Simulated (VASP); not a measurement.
# BaTiO3 (R3m) in VASP: a series of runs

Runs on BaTiO3. Level: PBE. Tasks: single point.

Everything below comes from runs of VASP 6.6.1. Logs are shortened: lines on timing, memory, paths and dates and some standing lists are left out, and cuts for length are marked.

## Step 1: The cell of the first run

It takes space group R3m (No. 160, trigonal). The conventional cell has a = 5.726 Å, b = 5.726 Å, c = 7.069 Å, α = 90.00°, β = 90.00°, γ = 120.00°. Ba (site symmetry 3m) has 9 O at 2.34 to 2.96 Å and 1 Ti at 3.04 Å within 3.1 Å. Ti (site symmetry 3m) has 6 O at 1.87 to 2.21 Å within 2.5 Å. Within 2.5 Å of O (site symmetry m) lie 2 Ti at 1.87 to 2.21 Å and 1 Ba at 2.34 Å.

## Step 2: Single point, PBE (atom 1 (Ba) moved -0.600 Å towards its neighbour atom 2 (Ti) at 3.434 Å)

Input file INCAR:

```
ALGO     = Normal         # electronic algorithm
EDIFF    = 1E-7           # SCF threshold, eV
ENCUT    = 520            # plane-wave cutoff, eV
GGA      = PE             # functional
ISIF     = 2              # what is computed and relaxed
ISMEAR   = 0              # smearing method
LASPH    = True           # aspherical terms in the spheres
LCHARG   = False          # write CHGCAR
LREAL    = False          # projectors in reciprocal space
LWAVE    = False          # write WAVECAR
NBANDS   = 28             # bands
NELM     = 60             # most SCF steps
PREC     = Accurate       # precision mode
SIGMA    = 0.05           # smearing width, eV
```

Input file KPOINTS:

```
k-points
0
Gamma
  6 6 6
```

Input file POSCAR:

```
BaTiO3
1.0
    2.8630706910      1.6529946342      2.3563003940
   -2.8630706910      1.6529946342      2.3563003940
    0.0000000000     -3.3059892684      2.3563003940
Ba Ti O
1 1 3
Direct
    0.0898333418      0.0898333418      0.0898333418
    0.5191875227      0.5191875227      0.5191875227
    0.4883938465      0.4883938465      0.9777702638
    0.4883938465      0.9777702638      0.4883938465
    0.9777702638      0.4883938465      0.4883938465
```

Potentials or basis: VASP PAW PBE potentials, release 64 (Ba_sv, Ti_sv, O).

On the command line:

```
$ cat potpaw_PBE.64/Ba_sv/POTCAR potpaw_PBE.64/Ti_sv/POTCAR potpaw_PBE.64/O/POTCAR > POTCAR
$ mpirun -np 1 vasp_std > vasp.out
```

OUTCAR:

```text
EDIFF = 1E-7
   ENCUT = 520
   GGA = PE
   ISIF = 2
   ISMEAR = 0
   LASPH = True
   LREAL = False
   NELM = 60
   PREC = Accurate

 ion  position               nearest neighbor table
   1  0.090  0.090  0.090-   4 2.34   5 2.34   3 2.34   3 2.96   3 2.96   4 2.96   5 2.96   5 2.96
                             4 2.96   2 3.04   2 3.37   2 3.37   2 3.37   2 3.71   2 3.71   2 3.71
   2  0.519  0.519  0.519-   4 1.87   5 1.87   3 1.87   4 2.21   5 2.21   3 2.21   1 3.04   1 3.37
                             1 3.37   1 3.37   1 3.71   1 3.71   1 3.71
   3  0.488  0.488  0.978-   2 1.87   2 2.21   1 2.34   1 2.96   1 2.96
   4  0.488  0.978  0.488-   2 1.87   2 2.21   1 2.34   1 2.96   1 2.96
   5  0.978  0.488  0.488-   2 1.87   2 2.21   1 2.34   1 2.96   1 2.96

  LATTYP: Found a trigonal (rhomboedric) cell.
 ALAT       =     4.0597680462
 COS(alpha) =     0.0053009664

  Lattice vectors:

 A1 = (   2.8630706910,   1.6529946342,   2.3563003940)
 A2 = (  -2.8630706910,   1.6529946342,   2.3563003940)
 A3 = (   0.0000000000,  -3.3059892684,   2.3563003940)

Analysis of symmetry for initial positions (statically):
=====================================================================
 Subroutine PRICEL returns:
 Original cell was already a primitive cell.

 Routine SETGRP: Setting up the symmetry group for a
 trigonal (rhombohedral) supercell.

 Subroutine GETGRP returns: Found  6 space group operations
 (whereof  6 operations were pure point group operations)
 out of a pool of 12 trial point group operations.

The static configuration has the point symmetry C_3v.

Analysis of symmetry for dynamics (positions and initial velocities):
=====================================================================
 Subroutine PRICEL returns:
 Original cell was already a primitive cell.

 Routine SETGRP: Setting up the symmetry group for a
 trigonal (rhombohedral) supercell.

 Subroutine GETGRP returns: Found  6 space group operations
 (whereof  6 operations were pure point group operations)
 out of a pool of 12 trial point group operations.

The dynamic configuration has the point symmetry C_3v.

 Subroutine INISYM returns: Found  6 space group operations
 (whereof  6 operations are pure point group operations),
 and found     1 'primitive' translations

----------------------------------------------------------------------------------------

                                     Primitive cell

  volume of cell :      66.9091

  direct lattice vectors                    reciprocal lattice vectors
     2.863070691  1.652994634  2.356300394     0.174637672  0.100827107  0.141464702
    -2.863070691  1.652994634  2.356300394    -0.174637672  0.100827107  0.141464702
     0.000000000 -3.305989268  2.356300394     0.000000000 -0.201654214  0.141464702

  length of vectors
     4.059768046  4.059768046  4.059768046     0.246326377  0.246326377  0.246326377

  position of ions in fractional coordinates (direct lattice)
     0.089833342  0.089833342  0.089833342
     0.519187523  0.519187523  0.519187523
     0.488393847  0.488393847  0.977770264
     0.488393847  0.977770264  0.488393847
     0.977770264  0.488393847  0.488393847

  ion indices of the primitive-cell ions
   primitive index   ion index
                 1           1
                 2           2
                 3           3
                 4           4
                 5           5

----------------------------------------------------------------------------------------

 KPOINTS: k-points

Automatic generation of k-mesh.
 Grid dimensions read from file:
 generate k-points for:    6    6    6

 Generating k-lattice:

  Cartesian coordinates                     Fractional coordinates (reciprocal lattice)
     0.029106279  0.016804518  0.023577450     0.166666667 -0.000000000  0.000000000
    -0.029106279  0.016804518  0.023577450    -0.000000000  0.166666667  0.000000000
     0.000000000 -0.033609036  0.023577450     0.000000000  0.000000000  0.166666667

  Length of vectors
     0.041054396  0.041054396  0.041054396

  Shift w.r.t. Gamma in fractional coordinates (k-lattice)
     0.000000000  0.000000000  0.000000000

 Subroutine IBZKPT returns following result:
 ===========================================

 Found     32 irreducible k-points:

 Following reciprocal coordinates:
            Coordinates               Weight
  0.000000  0.000000  0.000000      1.000000
  0.166667  0.000000 -0.000000      6.000000
  0.333333  0.000000  0.000000      6.000000
  0.500000  0.000000  0.000000      3.000000
  0.166667  0.166667  0.000000      6.000000
  0.333333  0.166667  0.000000     12.000000
[... 16 lines left out ...]
  0.500000  0.500000  0.166667      6.000000
 -0.333333  0.500000  0.166667     12.000000
 [... further k-points ...]
   k-points           NKPTS =     32   k-points in BZ     NKDIM =     32   number of bands    NBANDS=     28
   number of dos      NEDOS =    301   number of ions     NIONS =      5
   total plane-waves  NPLWV =  27000
   dimension x,y,z NGX =    30 NGY =   30 NGZ =   30
   dimension x,y,z NGXF=    60 NGYF=   60 NGZF=   60
   ions per type =               1   1   3
   NGX,Y,Z   is equivalent  to a cutoff of  12.28, 12.28, 12.28 a.u.
   NGXF,Y,Z  is equivalent  to a cutoff of  24.57, 24.57, 24.57 a.u.
 SYSTEM =  unknown system
   PREC   = accura    normal or accurate (medium, high low for compatibility)
   ISTART =      0    job   : 0-new  1-cont  2-samecut
   ICHARG =      2    charge: 1-file 2-atom 10-const
   ISPIN  =      1    spin polarized calculation?
   LNONCOLLINEAR =      F non collinear calculations
   LSORBIT =      F    spin-orbit coupling
   LASPH  =      T    aspherical Exc in radial PAW
   ENCUT  =  520.0 eV  38.22 Ry    6.18 a.u.   7.55  7.55  7.55*2*pi/ulx,y,z
   NELM   =     60;   NELMIN=  2; NELMDL= -5     # of ELM steps
   EDIFF  = 0.1E-06   stopping-criterion for ELM
   LREAL  =      F    real-space projection
   EDIFFG = 0.1E-05   stopping-criterion for IOM
   NSW    =      0    number of steps for IOM
   IBRION =     -1    ionic relax: 0-MD 1-quasi-New 2-CG
   NFREE  =      0    steps in history (QN), initial steepest desc. (CG)
   ISIF   =      2    stress and relaxation
   ISYM   =      2    0-nonsym 1-usesym 2-fastsym
   POTIM  = 0.5000    time-step for ionic-motion
   TEBEG  =    0.0;   TEEND  =   0.0 temperature during run
   PSTRESS=    0.0 pullay stress
   NELECT =      40.0000    total number of electrons
   NUPDOWN=      -1.0000    fix difference up-down
   EMIN   =  10.00;   EMAX   =-10.00  energy-range for DOS
   EFERMI =   0.00;   METHOD = LEGACY
   ISMEAR =     0;   SIGMA  =   0.05  broadening in eV -4-tet -1-fermi 0-gaus
   EFERMI_NEDOS =   21; number of points for ismear=-14 and -15
   IALGO  =     38    algorithm
   IMIX   =      4    mixing-type and parameters
     AMIX     =   0.40;   BMIX     =  1.00
     AMIX_MAG =   1.60;   BMIX_MAG =  1.00
  volume/ion in A,a.u.               =      13.38        90.31
  Fermi-wavevector in a.u.,A,eV,Ry     =   1.379112  2.606145 25.877617  1.901951
  Thomas-Fermi vector in A             =   2.504112
   LORBIT       =      0    0 simple, 1 ext, 2 COOP (PROOUT), +10 PAW based schemes
   GGA     = PE    functional components
   LHFCALC =     F    Hartree Fock is set to
   AEXX    =    0.0000 exact exchange contribution
   IVDW    =     0    specifies the selected vdW correction
   LEPSILON=     F    determine dielectric tensor
   LRPA    =     F    only Hartree local field effects (RPA)
 non-spin polarized calculation
 Gauss-broadening in eV      SIGMA  =   0.05
  energy-cutoff  :      520.00
  volume of cell :       66.91
 maximum number of plane-waves:      1820
   NGX = 15   NGY = 15   NGZ = 15

 number of electron      40.0000014 magnetization

 Free energy of the ion-electron system (eV)
  ---------------------------------------------------
  ext. energy  EPLUGINS =         0.00000000
  ---------------------------------------------------
  free energy    TOTEN  =       -38.48935581 eV

  energy without entropy =      -38.48935581  energy(sigma->0) =      -38.48935581

 E-fermi :   3.5240     XC(G=0): -10.8970

 val. band max:        3.2216098902   @ k =   0.5000   0.5000   0.5000
 cond. band min:       5.7332890947   @ k =   0.0000   0.0000   0.0000
 fundamental gap:      2.5116792045
 Fermi energy:         3.5240035582

 k-point     1 :       0.0000    0.0000    0.0000
  band No.  band energies     occupation
      1     -53.1331      2.00000
      2     -29.4074      2.00000
      3     -29.3845      2.00000
      4     -29.3845      2.00000
      5     -21.2284      2.00000
      6     -13.5018      2.00000
[... 20 lines left out ...]
     27       9.7923      0.00000
     28       9.9949      0.00000

 k-point     2 :       0.1667    0.0000   -0.0000
  band No.  band energies     occupation
      1     -53.1329      2.00000
      2     -29.4125      2.00000
      3     -29.3902      2.00000
      4     -29.3841      2.00000
      5     -21.1985      2.00000
      6     -13.5617      2.00000
[... 20 lines left out ...]
     27       9.9809      0.00000
     28      10.5948      0.00000

 k-point     3 :       0.3333    0.0000    0.0000
  band No.  band energies     occupation
      1     -53.1325      2.00000
      2     -29.4300      2.00000
      3     -29.3943      2.00000
      4     -29.3833      2.00000
      5     -21.1374      2.00000
      6     -13.7363      2.00000
[... 20 lines left out ...]
     27      10.5004      0.00000
     28      11.4618      0.00000

 k-point     4 :       0.5000    0.0000    0.0000
  band No.  band energies     occupation
      1     -53.1323      2.00000
      2     -29.4403      2.00000
      3     -29.3947      2.00000
      4     -29.3829      2.00000
      5     -21.1061      2.00000
      6     -13.8314      2.00000
[... 578 lines left out ...]
     27      11.1397      0.00000
     28      11.6730      0.00000

 k-point    23 :       0.5000    0.5000    0.1667
  band No.  band energies     occupation
      1     -53.1313      2.00000
      2     -29.4443      2.00000
      3     -29.4254      2.00000
      4     -29.3968      2.00000
      5     -21.0003      2.00000
      6     -13.3619      2.00000
[... 20 lines left out ...]
     27      11.7089      0.00000
     28      12.4241      0.00000

 k-point    24 :      -0.3333    0.5000    0.1667
  band No.  band energies     occupation
      1     -53.1315      2.00000
      2     -29.4411      2.00000
      3     -29.4189      2.00000
      4     -29.3968      2.00000
      5     -21.0215      2.00000
      6     -13.4411      2.00000
[... 20 lines left out ...]
     27      11.4355      0.00000
     28      12.5337      0.00000

 [... further k-points ...]

------------------------ aborting loop because EDIFF is reached ----------------------------------------

  FORCE on cell =-STRESS in cart. coord.  units (eV):
  Direction    XX          YY          ZZ          XY          YZ          ZX
  --------------------------------------------------------------------------------------
  -------------------------------------------------------------------------------------
  Total        4.2662492      4.2662492     10.0024266      0.0000000      0.0000000      0.0000000
  in kB      102.1577647    102.1577647    239.5137952      0.0000000      0.0000000      0.0000000
  external PRESSURE =     147.9431082 kB  Pullay stress =       0.0000000 kB

 VOLUME and BASIS-vectors are now :
 -----------------------------------------------------------------------------
  energy-cutoff  :      520.00
  volume of cell :       66.91
      direct lattice vectors                 reciprocal lattice vectors
     2.863070691  1.652994634  2.356300394     0.174637672  0.100827107  0.141464702
    -2.863070691  1.652994634  2.356300394    -0.174637672  0.100827107  0.141464702
     0.000000000 -3.305989268  2.356300394     0.000000000 -0.201654214  0.141464702

 POSITION                                       TOTAL-FORCE (eV/Angst)
 -----------------------------------------------------------------------------------
      0.00000      0.00000      0.63502         0.000000      0.000000     -6.501948
      0.00000      0.00000      3.67009         0.000000      0.000000      2.193788
      0.00000     -1.61787      4.60553         0.000000      0.996631      1.436053
     -1.40112      0.80894      4.60553         0.863108     -0.498315      1.436053
      1.40112      0.80894      4.60553        -0.863108     -0.498315      1.436053
 -----------------------------------------------------------------------------------
    total drift:                               -0.000000     -0.000005     -0.000390

  FREE ENERGIE OF THE ION-ELECTRON SYSTEM (eV)
  ---------------------------------------------------
  free  energy   TOTEN  =       -38.4893558138 eV

  energy  without entropy=      -38.4893558138  energy(sigma->0) =      -38.48935581
```

It took 1.8 min on 1 thread of Intel Xeon 8259CL, shared host; peak memory 0.21 GiB.

What came out:

```yaml
Free_energy: -38.4894 eV
Pressure: 14.8 GPa
Largest_force: 6.502 eV/Å
Band_gap_on_the_k_mesh: 2.51 eV (least direct gap 2.89 eV)
```

Forces on the atoms (eV/Å):
```
Ba   0.000  0.000 -6.502
Ti   0.000  0.000  2.194
O    0.000  0.997  1.436
O    0.863 -0.498  1.436
O   -0.863 -0.498  1.436
```

Caveat: the cell differs from its parent crystal (atom 1 (Ba) moved -0.600 Å towards its neighbour atom 2 (Ti) at 3.434 Å); the stress differs along the axes, from 10 to 24 GPa; spin-orbit coupling is left out, which moves the levels of the heavy elements; forces of over 1 eV/Å act on the atoms, so gaps and moduli don't describe the material at rest.

## Step 3: Single point, PBE (atom 1 (Ba) moved +0.450 Å towards its neighbour atom 2 (Ti) at 3.434 Å)

Input file INCAR:

```
PREC     = Accurate       # precision mode
ENCUT    = 520            # plane-wave cutoff, eV
EDIFF    = 1E-6           # SCF threshold, eV
ISMEAR   = 0              # smearing method
SIGMA    = 0.05           # smearing width, eV
LREAL    = False          # projectors in reciprocal space
LASPH    = True           # aspherical terms in the spheres
NELM     = 60             # most SCF steps
ALGO     = Normal         # electronic algorithm
ISIF     = 2              # what is computed and relaxed
LWAVE    = False          # write WAVECAR
LCHARG   = False          # write CHGCAR
GGA      = PE             # functional
NBANDS   = 28             # bands
```

Input file KPOINTS:

```
regular mesh
0
Gamma
  6 6 6
```

Changes to POSCAR since step 2:

```diff
@@ -8,3 +8,3 @@
 Direct
-    0.0898333418      0.0898333418      0.0898333418
+   -0.0587045955     -0.0587045955     -0.0587045955
     0.5191875227      0.5191875227      0.5191875227
```

Potentials or basis: VASP PAW PBE potentials, release 64 (Ba_sv, Ti_sv, O).

On the command line:

```
$ cat potpaw_PBE.64/Ba_sv/POTCAR potpaw_PBE.64/Ti_sv/POTCAR potpaw_PBE.64/O/POTCAR > POTCAR
$ mpirun -np 1 vasp_std > vasp.out
```

Run time: 2 min. Hardware: 1 thread of Intel Xeon 8259CL, shared host; peak memory 0.21 GiB.

Results (log left out):

```yaml
Free_energy: -39.4536 eV
Pressure: 5.8 GPa
Largest_force: 3.122 eV/Å
Band_gap_on_the_k_mesh: 2.52 eV (least direct gap 3.07 eV)
```

Forces in eV/Å, atoms in the order of the input:
```
Ba   0.000  0.000  3.122
Ti   0.000  0.000 -1.938
O    0.000 -0.015 -0.394
O   -0.013  0.007 -0.394
O    0.013  0.007 -0.394
```

Stress tensor (GPa, compression positive):
```
 2.66  0.00  0.00
 0.00  2.66  0.00
 0.00  0.00 11.95
```

Levels at points of the mesh, in eV from the valence-band top:
```tsv
k point	band 18	band 19	band 20	band 21	band 22	band 23
(0.00, 0.00, 0.00)	-0.58	-0.58	-0.56	2.52	2.52	2.52
(0.50, 0.00, 0.00)	-1.09	-1.06	-0.90	2.68	3.67	3.85
(0.50, 0.50, 0.00)	-0.98	-0.89	-0.10	3.71	3.84	4.15
(0.50, 0.50, 0.50)	-0.13	-0.13	0.00	3.90	4.36	4.36
```

Caveat: the cell differs from its parent crystal (atom 1 (Ba) moved +0.450 Å towards its neighbour atom 2 (Ti) at 3.434 Å); the stress differs along the axes, from 3 to 12 GPa; spin-orbit coupling is left out, which moves the levels of the heavy elements; forces of over 1 eV/Å act on the atoms, so gaps and moduli don't describe the material at rest. A k mesh can miss the band edges.

[end of part 1 of 2]
